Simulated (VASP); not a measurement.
# TiAl3 (I4/mmm) in VASP: notebook

Runs on TiAl3. Level: PBEsol. Tasks: relaxation of shape and atoms at fixed volume.

All numbers are computed with VASP 6.6.1; they aren't measurements. Logs are shortened: lines on timing, memory, paths and dates and some standing lists are left out, and cuts for length are marked.

### 1 The cell of the first run

The structure is tetragonal, space group I4/mmm (No. 139). Conventional cell: a = 3.937 Å, b = 3.937 Å, c = 8.840 Å, α = 90.00°, β = 90.00°, γ = 90.00°. Ti (site symmetry 4/mmm) has 12 Al at 2.78 to 2.96 Å within 3.7 Å. Within 3.7 Å of Al (site symmetry 4/mmm) lie 4 Ti at 2.78 Å and 8 Al at 2.96 Å. Within 3.7 Å of Al (site symmetry -4m2) lie 8 Al at 2.78 to 2.96 Å and 4 Ti at 2.96 Å.

### 2 Relaxation of shape and atoms at fixed volume, PBEsol (17.12 Å³/atom)

INCAR

```
SYSTEM = TiAl3
PREC = Accurate ; ENCUT = 600
EDIFF = 1E-6 ; ISMEAR = 0
SIGMA = 0.1 ; LREAL = .FALSE.
LASPH = .TRUE. ; NELM = 100
ALGO = Fast ; ISIF = 4
LWAVE = .FALSE. ; LCHARG = .FALSE.
GGA = PS ; IBRION = 2
NSW = 50 ; EDIFFG = -0.01
```

KPOINTS

```
Automatic mesh
0
G
  16 16 16
  0 0 0
```

POSCAR

```
TiAl3
1.0
   -1.9682522537      1.9682522537      4.4200174226
    1.9682522537     -1.9682522537      4.4200174226
    1.9682522537      1.9682522537     -4.4200174226
Ti Al
1 3
Direct
    0.0000000000      0.0000000000      0.0000000000
    0.5000000000      0.5000000000      0.0000000000
    0.7500000000      0.2500000000      0.5000000000
    0.2500000000      0.7500000000      0.5000000000
```

Potentials or basis: VASP PAW PBE potentials, release 64 (Ti_sv, Al).

Command:

```bash
cat potpaw_PBE.64/Ti_sv/POTCAR potpaw_PBE.64/Al/POTCAR > POTCAR
mpirun -np 1 vasp_std > vasp.out
```

OUTCAR:

```text
SYSTEM = TiAl3
   PREC = Accurate
   ENCUT = 600
   EDIFF = 1E-6
   ISMEAR = 0
   LREAL = .FALSE.
   LASPH = .TRUE.
   NELM = 100
   ISIF = 4
   GGA = PS
   IBRION = 2
   NSW = 50
   EDIFFG = -0.01

 ion  position               nearest neighbor table
   1  0.000  0.000  0.000-   2 2.78   2 2.78   2 2.78   2 2.78   3 2.96   3 2.96   4 2.96   4 2.96
                             4 2.96   3 2.96   4 2.96   3 2.96
   2  0.500  0.500  0.000-   1 2.78   1 2.78   1 2.78   1 2.78   4 2.96   4 2.96   3 2.96   3 2.96
                             4 2.96   3 2.96   4 2.96   3 2.96
   3  0.750  0.250  0.500-   4 2.78   4 2.78   4 2.78   4 2.78   2 2.96   2 2.96   1 2.96   1 2.96
                             2 2.96   1 2.96   2 2.96   1 2.96
   4  0.250  0.750  0.500-   3 2.78   3 2.78   3 2.78   3 2.78   1 2.96   1 2.96   2 2.96   2 2.96
                             2 2.96   1 2.96   2 2.96   1 2.96

  LATTYP: Found a body centered tetragonal cell.
 ALAT       =     3.9365045074
 C/A-ratio  =     2.2456559693

  Lattice vectors:

 A1 = (  -1.9682522537,   1.9682522537,   4.4200174226)
 A2 = (   1.9682522537,  -1.9682522537,   4.4200174226)
 A3 = (   1.9682522537,   1.9682522537,  -4.4200174226)

Analysis of symmetry for initial positions (statically):
=====================================================================
 Subroutine PRICEL returns:
 Original cell was already a primitive cell.

 Routine SETGRP: Setting up the symmetry group for a
 body centered tetragonal supercell.

 Subroutine GETGRP returns: Found 16 space group operations
 (whereof 16 operations were pure point group operations)
 out of a pool of 16 trial point group operations.

The static configuration has the point symmetry D_4h.

Analysis of symmetry for dynamics (positions and initial velocities):
=====================================================================
 Subroutine PRICEL returns:
 Original cell was already a primitive cell.

 Routine SETGRP: Setting up the symmetry group for a
 body centered tetragonal supercell.

 Subroutine GETGRP returns: Found 16 space group operations
 (whereof 16 operations were pure point group operations)
 out of a pool of 16 trial point group operations.

The dynamic configuration has the point symmetry D_4h.

 Subroutine INISYM returns: Found 16 space group operations
 (whereof 16 operations are pure point group operations),
 and found     1 'primitive' translations

----------------------------------------------------------------------------------------

                                     Primitive cell

  volume of cell :      68.4929

  direct lattice vectors                    reciprocal lattice vectors
    -1.968252254  1.968252254  4.420017423     0.000000000  0.254032479  0.113121726
     1.968252254 -1.968252254  4.420017423     0.254032479  0.000000000  0.113121726
     1.968252254  1.968252254 -4.420017423     0.254032479  0.254032479  0.000000000

  length of vectors
     5.223465122  5.223465122  5.223465122     0.278080969  0.278080969  0.359256178

  position of ions in fractional coordinates (direct lattice)
     0.000000000  0.000000000  0.000000000
     0.500000000  0.500000000  0.000000000
     0.750000000  0.250000000  0.500000000
     0.250000000  0.750000000  0.500000000

  ion indices of the primitive-cell ions
   primitive index   ion index
                 1           1
                 2           2
                 3           3
                 4           4

----------------------------------------------------------------------------------------

 KPOINTS: Automatic mesh

Automatic generation of k-mesh.
 Grid dimensions read from file:
 generate k-points for:   16   16   16

 Generating k-lattice:

[... 76 lines left out ...]
   ISMEAR =     0;   SIGMA  =   0.10  broadening in eV -4-tet -1-fermi 0-gaus
   EFERMI_NEDOS =   21; number of points for ismear=-14 and -15
   IALGO  =     68    algorithm
   IMIX   =      4    mixing-type and parameters
     AMIX     =   0.40;   BMIX     =  1.00
     AMIX_MAG =   1.60;   BMIX_MAG =  1.00
  volume/ion in A,a.u.               =      17.12       115.55
  Fermi-wavevector in a.u.,A,eV,Ry     =   1.103908  2.086083 16.580226  1.218612
  Thomas-Fermi vector in A             =   2.240373
   LORBIT       =      0    0 simple, 1 ext, 2 COOP (PROOUT), +10 PAW based schemes
   GGA     = PS    functional components
   LHFCALC =     F    Hartree Fock is set to
   AEXX    =    0.0000 exact exchange contribution
   IVDW    =     0    specifies the selected vdW correction
   LEPSILON=     F    determine dielectric tensor
   LRPA    =     F    only Hartree local field effects (RPA)
 conjugate gradient relaxation of ions
 non-spin polarized calculation
 RMM-DIIS sequential band-by-band and
 Gauss-broadening in eV      SIGMA  =   0.10
  energy-cutoff  :      600.00
  volume of cell :       68.49
 maximum number of plane-waves:      2304
 NGX is ok and might be reduce to    42
   NGX = 21   NGY = 21   NGZ = 21

--------------------------------------- Ionic step        1  -------------------------------------------

 number of electron      21.0000001 magnetization

 Free energy of the ion-electron system (eV)
  ---------------------------------------------------
  ext. energy  EPLUGINS =         0.00000000
  ---------------------------------------------------
  free energy    TOTEN  =       -22.05271915 eV

  energy without entropy =      -22.04341837  energy(sigma->0) =      -22.04806876

------------------------ aborting loop because EDIFF is reached ----------------------------------------

  FORCE on cell =-STRESS in cart. coord.  units (eV):
  Direction    XX          YY          ZZ          XY          YZ          ZX
  --------------------------------------------------------------------------------------
  -------------------------------------------------------------------------------------
  Total       -3.7354906     -3.7354906     -3.6551223      0.0000000      0.0000000      0.0000000
  in kB      -87.3801403    -87.3801403    -85.5001767      0.0000000      0.0000000      0.0000000
  external PRESSURE =     -86.7534858 kB  Pullay stress =       0.0000000 kB

 VOLUME and BASIS-vectors are now :
 -----------------------------------------------------------------------------
  energy-cutoff  :      600.00
  volume of cell :       68.49
      direct lattice vectors                 reciprocal lattice vectors
    -1.968252254  1.968252254  4.420017423     0.000000000  0.254032479  0.113121726
     1.968252254 -1.968252254  4.420017423     0.254032479  0.000000000  0.113121726
     1.968252254  1.968252254 -4.420017423     0.254032479  0.254032479  0.000000000

 POSITION                                       TOTAL-FORCE (eV/Angst)
 -----------------------------------------------------------------------------------
      0.00000      0.00000      0.00000         0.000000      0.000000      0.000000
      0.00000      0.00000      4.42002         0.000000      0.000000      0.000000
      0.00000      1.96825      2.21001        -0.000000     -0.000000      0.000000
      1.96825      0.00000      2.21001         0.000000      0.000000     -0.000000
 -----------------------------------------------------------------------------------
    total drift:                               -0.000000     -0.000000     -0.000000

  FREE ENERGIE OF THE ION-ELECTRON SYSTEM (eV)
  ---------------------------------------------------
  free  energy   TOTEN  =       -22.0527191489 eV

  energy  without entropy=      -22.0434183714  energy(sigma->0) =      -22.04806876

--------------------------------------- Ionic step        2  -------------------------------------------

 number of electron      21.0000001 magnetization

 Free energy of the ion-electron system (eV)
  ---------------------------------------------------
  ext. energy  EPLUGINS =         0.00000000
  ---------------------------------------------------
  free energy    TOTEN  =       -22.05276348 eV

  energy without entropy =      -22.04349079  energy(sigma->0) =      -22.04812714

 E-fermi :   7.3987     XC(G=0): -10.5151

 val. band max:        7.3943151153   @ k =  -0.4375   0.5000   0.3125
 cond. band min:       7.3989964590   @ k =   0.3750   0.1875   0.0000
 fundamental gap:      0.0046813437
 Fermi energy:         7.3986651981

 k-point     1 :       0.0000    0.0000    0.0000
  band No.  band energies     occupation
      1     -49.0617      2.00000
      2     -25.4601      2.00000
      3     -25.4601      2.00000
      4     -25.3833      2.00000
      5      -2.2458      2.00000
      6       4.5756      2.00000
      7       4.8832      2.00000
      8       6.1475      2.00000
      9       6.2697      2.00000
     10       6.2697      2.00000
     11       8.1626      0.00000
     12       8.9970      0.00000
     13       8.9970      0.00000
     14       9.3262      0.00000
[... 377 lines left out ...]
      1     -49.0617      2.00000
      2     -25.4608      2.00000
      3     -25.4607      2.00000
      4     -25.3832      2.00000
      5      -2.1692      2.00000
      6       4.6399      2.00000
      7       4.8523      2.00000
      8       5.9977      2.00000
      9       6.0543      2.00000
     10       6.2480      2.00000
     11       7.8094      0.00000
     12       9.0764      0.00000
     13       9.1099      0.00000
     14       9.4226      0.00000

 [... further k-points ...]
[... 5 lines left out ...]
  --------------------------------------------------------------------------------------
  -------------------------------------------------------------------------------------
  Total       -3.7131508     -3.7131508     -3.6880422      0.0000000      0.0000000      0.0000000
  in kB      -86.8575726    -86.8575726    -86.2702348      0.0000000      0.0000000      0.0000000
  external PRESSURE =     -86.6617933 kB  Pullay stress =       0.0000000 kB

 VOLUME and BASIS-vectors are now :
 -----------------------------------------------------------------------------
  energy-cutoff  :      600.00
  volume of cell :       68.49
      direct lattice vectors                 reciprocal lattice vectors
    -1.967616521  1.967616521  4.422874082     0.000000000  0.254114557  0.113048663
     1.967616521 -1.967616521  4.422874082     0.254114557  0.000000000  0.113048663
     1.967616521  1.967616521 -4.422874082     0.254114557  0.254114557  0.000000000

 POSITION                                       TOTAL-FORCE (eV/Angst)
 -----------------------------------------------------------------------------------
      0.00000      0.00000      0.00000         0.000000      0.000000     -0.000000
      0.00000      0.00000      4.42287         0.000000      0.000000     -0.000000
     -0.00000      1.96762      2.21144        -0.000000      0.000000     -0.000000
      1.96762     -0.00000      2.21144         0.000000     -0.000000      0.000000
 -----------------------------------------------------------------------------------
    total drift:                               -0.000000     -0.000000     -0.000000

  FREE ENERGIE OF THE ION-ELECTRON SYSTEM (eV)
  ---------------------------------------------------
  free  energy   TOTEN  =       -22.0527634836 eV

  energy  without entropy=      -22.0434907890  energy(sigma->0) =      -22.04812714

 reached required accuracy - stopping structural energy minimisation
```

Wall time 17 min (1 thread of Intel Xeon 6975P-C (Granite Rapids), shared host); peak memory 0.61 GiB.

What came out:

```
Free energy               : -22.0528 eV
Energy gained by relaxing : 0.0 meV/atom
Ionic steps               : 2
Pressure after relaxing   : -8.7 GPa
Band gap on the k mesh    : zero (an odd number of electrons rules out a gap without spin polarisation)
```

Final structure:
```
CELL_PARAMETERS angstrom
-1.96762 1.96762 4.42287
1.96762 -1.96762 4.42287
1.96762 1.96762 -4.42287
ATOMIC_POSITIONS crystal
Ti 0.00000 0.00000 0.00000
Al 0.50000 0.50000 0.00000
Al 0.75000 0.25000 0.50000
Al 0.25000 0.75000 0.50000
```

Levels at points of the mesh, in eV from the Fermi level:
| k point | band 9 | band 10 | band 11 | band 12 | band 13 | band 14 |
| --- | --- | --- | --- | --- | --- | --- |
| (0.00, 0.00, 0.00) | -1.13 | -1.13 | 0.76 | 1.60 | 1.60 | 1.93 |
| (0.50, 0.00, 0.00) | -0.98 | -0.23 | 0.46 | 1.59 | 1.98 | 2.98 |
| (0.50, 0.50, 0.00) | -2.60 | -2.16 | -0.90 | 1.56 | 1.72 | 2.53 |
| (0.50, 0.50, 0.50) | -0.91 | -0.21 | 0.66 | 0.66 | 0.86 | 2.89 |

Caveat: the PAW data sets were made with another functional, which shifts forces and pressure a little.

### 3 Relaxation of shape and atoms at fixed volume, PBEsol (15.10 Å³/atom)

This run uses another cell than the first one, of 15.10 Å³/atom.

INCAR

```
  PREC = Accurate
  ENCUT = 600
  EDIFF = 1E-7
  ISMEAR = 0
  SIGMA = 0.1
  LREAL = False
  LASPH = True
  NELM = 80
  ALGO = Fast
  ISIF = 4
  LWAVE = False
  LCHARG = False
  GGA = PS
  IBRION = 2
  NSW = 50
  EDIFFG = -0.01
```

KPOINTS

```
regular mesh
0
Gamma
  16 16 16
```

POSCAR

```
TiAl3
1.0
   -1.8885023106      1.8885023106      4.2337918661
    1.8885023106     -1.8885023106      4.2337918661
    1.8885023106      1.8885023106     -4.2337918661
Ti Al
1 3
Direct
    0.0000000000      0.0000000000      0.0000000000
    0.5000000000      0.5000000000      0.0000000000
    0.7500000000      0.2500000000      0.5000000000
    0.2500000000      0.7500000000      0.5000000000
```

Potentials or basis: VASP PAW PBE potentials, release 64 (Ti_sv, Al).

Command:

```bash
cat potpaw_PBE.64/Ti_sv/POTCAR potpaw_PBE.64/Al/POTCAR > POTCAR
mpirun -np 1 vasp_std > vasp.out
```

It took 64 min on 1 thread of Intel Xeon 8259CL, shared host; peak memory 0.56 GiB.

Results (log left out):

```
Free energy               : -22.2109 eV
Energy gained by relaxing : 0.0 meV/atom
Ionic steps               : 2
Pressure after relaxing   : 3.7 GPa
Band gap on the k mesh    : zero (an odd number of electrons rules out a gap without spin polarisation)
```

Final structure:
```
CELL_PARAMETERS angstrom
-1.88911 1.88911 4.23108
1.88911 -1.88911 4.23108
1.88911 1.88911 -4.23108
ATOMIC_POSITIONS crystal
Ti 0.00000 0.00000 0.00000
Al 0.50000 0.50000 0.00000
Al 0.75000 0.25000 0.50000
Al 0.25000 0.75000 0.50000
```

Levels at points of the mesh, in eV from the Fermi level:
```csv
k point,band 9,band 10,band 11,band 12,band 13,band 14
"(0.00, 0.00, 0.00)",-1.27,-1.27,0.87,1.83,1.83,2.23
"(0.50, 0.00, 0.00)",-1.09,-0.29,0.52,1.90,2.15,2.85
"(0.50, 0.50, 0.00)",-2.73,-2.23,-1.04,1.86,2.04,2.76
"(0.50, 0.50, 0.50)",-0.91,-0.27,0.72,0.72,1.00,3.13
```

Caveat: the PAW data sets were made with another functional, which shifts forces and pressure a little.
